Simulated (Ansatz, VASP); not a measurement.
**One calculation of Al, two programs**

INCAR

```
ALGO = Normal
EDIFF = 1E-8
ENCUT = 520
GGA = CA
ISIF = 2
ISMEAR = -1
LASPH = T
LCHARG = F
LEFG = T
LREAL = F
LWAVE = F
NBANDS = 8
NELM = 100
PREC = Accurate
SIGMA = 0.03
```

The input KPOINTS:

```
k-points
0
Gamma
  17 17 17
```

Contents of POSCAR:

```
Al
1.0
    0.0202398000      2.0340999000      2.0340999000
    2.0340999000      0.0202398000      2.0340999000
    2.0340999000      2.0340999000      0.0202398000
Al
1
Direct
    0.0000000000      0.0000000000      0.0000000000
```

Input for Ansatz:

```yaml
crystal:
  lattice:
    - [0.0202398, 2.0340999, 2.0340999]
    - [2.0340999, 0.0202398, 2.0340999]
    - [2.0340999, 2.0340999, 0.0202398]
  atoms:
    - { symbol: Al, position: [0.0, 0.0, 0.0] }
kpoints:
  mp_grid: { grid: [17, 17, 17] }
scf:
  occupations: { method: fermi_dirac, width: 0.03 }
hamiltonian:
  xc: lda
  pseudopotentials: { kind: all_electron, datasets: crystal }
output:
  forces: true
  stress: true
  eigenvalues: true
  efg: { contact_densities: true }
```

Change from the starting cell: equal xy, yz and zx shear strains of +1 %, crystal datasets.

Alike in both runs: task electric field gradients; functional LDA; k mesh 17 × 17 × 17; occupations fermi-dirac, width 0.03 eV; no spin polarisation.

|  | VASP | Ansatz |
| --- | --- | --- |
| version | VASP 6.6.1 | Ansatz 0.2.0 |
| potentials or method | VASP PAW LDA potentials, release 64 (Al), cutoff 520 eV | all-electron PAW with datasets made for the crystal, scalar-relativistic |

```csv
,VASP,Ansatz,Ansatz less VASP
pressure (GPa),-3.6,-3.6,-0.03
"traceless stress, the component that is largest in VASP (GPa)",-0.20,-0.20,+0.001
size of Vzz on the site where it differs most (V/Å²),1.6,1.5,-0.12
```

LDA's correlation is that of Perdew and Zunger in VASP and of Perdew and Wang (1992) in Ansatz. Ansatz ran all-electron here, and VASP with PAW potentials.
